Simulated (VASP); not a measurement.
Fe2O5 (cubic X2O5 type), 14 atoms in the cell. The structure is cubic, space group Pn-3m (No. 224). Conventional cell: a = 4.973 Å, b = 4.973 Å, c = 4.973 Å, α = 90.00°, β = 90.00°, γ = 90.00°. Fe (site symmetry -3m) has 12 O at 2.15 to 2.49 Å within 2.8 Å. Within 2.8 Å of O (site symmetry -3m) lie 6 O at 2.15 Å and 6 Fe at 2.49 Å. O (site symmetry -42m) has 4 Fe at 2.15 Å and 8 O at 2.15 to 2.49 Å within 2.8 Å. 

| Property | Result |
| --- | --- |
| Program | VASP 6.6.1 |
| Task | single point |
| Functional | PBE |
| Potentials or basis | VASP PAW PBE potentials, release 64 (Fe, O) |
| Cutoff | 520 eV |
| k mesh | 11 × 11 × 11 |
| Occupations | fermi-dirac, width 0.0612256 eV |
| Spin | no spin polarisation |
| Dipole correction | no |
| Further INCAR settings | ALGO = Normal; EDIFF = 1e-06; NBANDS = 59 |

Potentials or basis: VASP PAW PBE potentials, release 64 (Fe, O).

Command:

```sh
$ cat potpaw_PBE.64/Fe/POTCAR potpaw_PBE.64/O/POTCAR > POTCAR
$ mpirun -np 1 vasp_std > vasp.out
```

Hardware: 1 thread of Oxide Virtual Turin-like Processor, with other jobs on the host.

Task: How long does it take, and how much memory?

Result: Run time: 15 min on 1 thread of Oxide Virtual Turin-like Processor, on a shared host, peak memory 0.38 GiB. Counts: scf iterations 22, k points 56.
